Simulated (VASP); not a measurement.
# Se: single point with LDA

The system is Se.

```
Se
1.0
     0.00000    2.57739    2.57739
     2.57739    0.00000    2.57739
     2.57739    2.57739    0.00000
Se
2
Direct
  0.87500 0.87500 0.87500
  0.12500 0.12500 0.12500
```

This isn't the form of Se at room conditions, which is trigonal, of chains.

```yaml
Program: VASP 6.6.1
Task: single point
Functional: LDA
Potentials_or_basis: VASP PAW LDA potentials, release 64 (Se)
Cutoff: 520 eV
k_mesh: 13 × 13 × 13
Occupations: fermi-dirac, width 0.05 eV
Spin: no spin polarisation
Dipole_correction: no
Further_INCAR_settings: ALGO = Normal; EDIFF = 1e-06; NBANDS = 13
```

```
Pressure               : 73.2 GPa
Band gap on the k mesh : zero (bands 6 and 7 overlap by 3.58 eV)
```

Levels at points of the mesh, in eV from the Fermi level:
```csv
k point,band 2,band 3,band 4,band 5,band 6,band 7,band 8,band 9,band 10,band 11
"(0.00, 0.00, 0.00)",-7.00,-5.69,-5.69,-5.69,-1.81,-1.81,-1.81,4.32,7.11,7.11
```

It took 45 s on 1 thread of AMD EPYC 7R13, with other jobs on the host, peak memory 0.12 GiB.

Caveat: the cell stands under pressure.
